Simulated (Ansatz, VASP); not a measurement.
**One calculation of Ba2H, two programs**

File INCAR:

```
SYSTEM = Ba2H
PREC = Accurate
ENCUT = 520
EDIFF = 1E-7
ISMEAR = 0
SIGMA = 0.15
LREAL = .False.
LASPH = .True.
NELM = 80
ALGO = Normal
ISIF = 2
LWAVE = .False.
LCHARG = .True.
GGA = RE
LELF = .True.
LVHAR = .True.
NBANDS = 18
```

The input KPOINTS:

```
regular mesh
0
Gamma
  5 5 5
  0 0 0
```

File POSCAR:

```
Ba2H
1.0
    0.0000000000      3.9296850000      0.0000000000
    3.9296850000      0.0000000000      0.0000000000
    1.9648430000      1.9648430000     -7.1061810000
Ba H
2 1
Direct
    0.3700000000      0.3700000000      0.2600000000
    0.6300000000      0.6300000000      0.7400000000
    0.0000000000      0.0000000000      0.0000000000
```

Input for Ansatz:

```yaml
crystal:
  lattice:
    - [0.0, 3.929685, 0.0]
    - [3.929685, 0.0, 0.0]
    - [1.964843, 1.964843, -7.106181]
  atoms:
    - { symbol: Ba, position: [0.37, 0.37, 0.26] }
    - { symbol: Ba, position: [0.63, 0.63, 0.74] }
    - { symbol: H, position: [0.0, 0.0, 0.0] }
  symmetry: { tolerance: 0.0003 }
kpoints:
  mp_grid: { grid: [5, 5, 5], shift: [0, 0, 0] }
magnetization:
  spin_polarized: false
scf:
  occupations: { method: gaussian, width: 0.15 }
hamiltonian:
  pseudopotentials: { kind: paw }
  xc: revpbe
basis:
  ecutwfc: 500
output:
  forces: true
  stress: true
  eigenvalues: true
  write_density: true
  write_potential: true
  elf: true
  volumetric_format: npy
```

Alike in both runs: task single point; functional revPBE; k mesh 5 × 5 × 5; occupations gaussian, width 0.15 eV; no spin polarisation.

```csv
,VASP,Ansatz
version,VASP 6.6.1,Ansatz 0.2.0
potentials or method,"VASP PAW PBE potentials, release 64 (Ba_sv, H), cutoff 520 eV",PAW plane waves
valence electrons in the cell,21,21
```

VASP gave:

| Item | Value |
| --- | --- |
| gap on the k mesh at the Fermi level (eV) | none |
| pressure (GPa) | 0.6 |
| traceless stress, the component that is largest in VASP (GPa) | 1.10 |
| rms of the force components (eV/Å) | 0.073 |

Estimate Ansatz's values.

gap on the k mesh at the Fermi level (eV): none; pressure (GPa): 0.4; traceless stress, the component that is largest in VASP (GPa): 1.07; rms of the force components (eV/Å): 0.088.

VASP's potentials were made for PBE, not for revPBE. Atom by atom the forces differ by 0.015 eV/Å (rms over components). A gap of «none» marks a metal or a gap that the smearing closes.

Spin-orbit coupling is off throughout.
